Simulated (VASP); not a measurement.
A run of VASP 6.6.1 is set up as follows.

File INCAR:

```
PREC = Accurate
ENCUT = 520
EDIFF = 1E-6
ISMEAR = 0
SIGMA = 0.1
LREAL = False
LASPH = True
NELM = 100
ALGO = Normal
ISIF = 2
LWAVE = False
LCHARG = False
GGA = PE
NBANDS = 36
```

The input KPOINTS:

```
regular mesh
0
Gamma
  4 4 4
```

The input POSCAR:

```
Zr3SnSe
1.0
    4.2968050400      0.0000000000      0.0000000000
    0.0000000000      4.2968050400      0.0000000000
    0.0000000000      0.0000000000      5.4461805300
Zr Sn Se
3 1 1
Direct
    0.5000000000      0.5000000000      0.1201000000
    0.0000000000      0.5000000000      0.5209000100
    0.5000000000      0.0000000000      0.5209000100
    0.0000000000      0.0000000000      0.0000000000
    0.5000000000      0.5000000000      0.6800000100
```

Potentials or basis: VASP PAW PBE potentials, release 64 (Zr_sv, Sn_d, Se).

Run with:

```sh
$ cat potpaw_PBE.64/Zr_sv/POTCAR potpaw_PBE.64/Sn_d/POTCAR potpaw_PBE.64/Se/POTCAR > POTCAR
$ mpirun -np 1 vasp_std > vasp.out
```

Task: Estimate the band gap on the k mesh.

Result: Zero (bands 28 and 29 overlap by 0.39 eV).

Task: Estimate the pressure.

Result: 31.2 GPa.

Task: Predict the largest force.

Result: 3.940 eV/Å.

Forces in eV/Å, atoms in the order of the input:
```
Zr   0.000  0.000  0.351
Zr   0.000  0.000 -2.822
Zr   0.000  0.000 -2.822
Sn   0.000  0.000  1.353
Se   0.000  0.000  3.940
```

Caveat: the k points lie up to 0.37 Å⁻¹ apart; spin-orbit coupling is left out, which moves the levels of the heavy elements; forces of over 1 eV/Å act on the atoms, so gaps and moduli don't describe the material at rest.
